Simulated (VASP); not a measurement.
AlN, 2 atoms in the cell. It takes space group F-43m (No. 216, cubic). The conventional cell has a = 4.454 Å, b = 4.454 Å, c = 4.454 Å, α = 90.00°, β = 90.00°, γ = 90.00°. Within 2.6 Å of Al (site symmetry -43m) lie 4 N at 1.93 Å. Within 2.6 Å of N (site symmetry -43m) lie 4 Al at 1.93 Å. 

```yaml
Program: VASP 6.6.1
Task: single point
Functional: r2SCAN
Dispersion: D3(BJ)
Potentials_or_basis: VASP PAW PBE potentials, release 64 (Al, N)
Cutoff: 520 eV
k_mesh: 10 × 10 × 10
Occupations: fermi-dirac, width 0.05 eV
Spin: no spin polarisation
Dipole_correction: no
Further_INCAR_settings: ALGO = Normal; EDIFF = 1e-06; NBANDS = 11
```

Potentials or basis: VASP PAW PBE potentials, release 64 (Al, N).

Run with:

```sh
$ cat potpaw_PBE.64/Al/POTCAR potpaw_PBE.64/N/POTCAR > POTCAR
$ cp INCAR.step1 INCAR
$ mpirun -np 1 vasp_std > vasp.out
$ cp INCAR.step2 INCAR
$ mpirun -np 1 vasp_std > vasp.out
```

Hardware: 1 thread of AMD EPYC 9R45 96-Core Processor (Zen 5), on a shared host.

Problem. Estimate the wall time of this run.

Solution. It took 24 s on 1 thread of AMD EPYC 9R45 96-Core Processor (Zen 5), with other jobs on the host, peak memory 0.12 GiB. Counts: k points 47.
